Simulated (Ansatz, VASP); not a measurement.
## One calculation of Zn, two programs

Contents of INCAR:

```
SYSTEM = Zn
  PREC = Accurate
  ENCUT = 520
  EDIFF = 1E-8
  ISMEAR = -1
  SIGMA = 0.03
  LREAL = .FALSE.
  LASPH = .TRUE.
  NELM = 80
  ALGO = Normal
  ISIF = 2
  LWAVE = .FALSE.
  LCHARG = .FALSE.
  GGA = PS
  LEFG = .TRUE.
  NBANDS = 19
```

KPOINTS

```
regular mesh
0
G
  18 18 8
  0 0 0
```

POSCAR

```
Zn
1.0
    2.6558856186      0.0000000000      0.0000000000
   -1.3279428093      2.3000644152      0.0000000000
    0.0000000000      0.0000000000      4.9301557293
Zn
2
Direct
    0.3333333333      0.6666666667      0.2500000000
    0.6666666667      0.3333333333      0.7500000000
```

Input for Ansatz:

```yaml
crystal:
  lattice:
    - [2.6558856186, 0.0, 0.0]
    - [-1.3279428093, 2.3000644152, 0.0]
    - [0.0, 0.0, 4.9301557293]
  atoms:
    - { symbol: Zn, position: [0.3333333333, 0.6666666667, 0.25] }
    - { symbol: Zn, position: [0.6666666667, 0.3333333333, 0.75] }
kpoints:
  mp_grid: { grid: [18, 18, 8] }
scf:
  occupations: { method: fermi_dirac, width: 0.03 }
hamiltonian:
  xc: pbesol
  pseudopotentials: { kind: all_electron, datasets: crystal }
output:
  forces: true
  stress: true
  eigenvalues: true
  efg: { contact_densities: true }
```

Change from the starting cell: volume scaled by 0.99, crystal datasets.

Alike in both runs: task electric field gradients; functional PBEsol; k mesh 18 × 18 × 8; occupations fermi-dirac, width 0.03 eV; no spin polarisation.

|  | VASP | Ansatz |
| --- | --- | --- |
| version | VASP 6.6.1 | Ansatz 0.2.0 |
| potentials or method | VASP PAW PBE potentials, release 64 (Zn), cutoff 520 eV | all-electron PAW with datasets made for the crystal, scalar-relativistic |

VASP gave:

```
pressure (GPa)                                                : -4.4
traceless stress, the component that is largest in VASP (GPa) : 1.16
size of Vzz on the site where it differs most (V/Å²)          : 35.6
```

Q: Estimate Ansatz's values.

A: Pressure (GPa): -4.7; traceless stress, the component that is largest in VASP (GPa): 1.27; size of Vzz on the site where it differs most (V/Å²): 35.2.

VASP's potentials were made for PBE, not for PBEsol. Ansatz ran all-electron here, and VASP with PAW potentials.
